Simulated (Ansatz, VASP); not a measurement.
# One calculation of ZnO, two programs

```
CELL_PARAMETERS angstrom
3.30686 0.00000 0.00000
-1.65343 2.86383 0.00000
0.00000 0.00000 4.33384
ATOMIC_POSITIONS crystal
Zn 0.33333 0.66667 0.25000
Zn 0.66667 0.33333 0.75000
O 0.66667 0.33333 0.25000
O 0.33333 0.66667 0.75000
```

Change from the starting cell: hydrostatic strain -3.2%.

Alike in both runs: task single point; functional PBE; k mesh 12 × 12 × 6; occupations fermi-dirac, width 0.02 eV; no spin polarisation.

|  | VASP | Ansatz |
| --- | --- | --- |
| version | VASP 6.6.1 | Ansatz 0.2.0 |
| potentials or method | VASP PAW PBE potentials, release 64 (Zn, O) | plane waves, PAW |
| plane-wave cutoff (eV) | 520 | 420 |
| valence electrons in the cell | 36 | 36 |

```tsv
	VASP	Ansatz	Ansatz less VASP
gap on the k mesh at the Fermi level (eV)	1.27	1.29	+0.020
pressure (GPa)	28.2	26.4	-1.78
traceless stress, the component that is largest in VASP (GPa)	-3.46	-2.85	+0.616
```

The functional is the same, so the differences come from potentials, cutoffs and numerics.
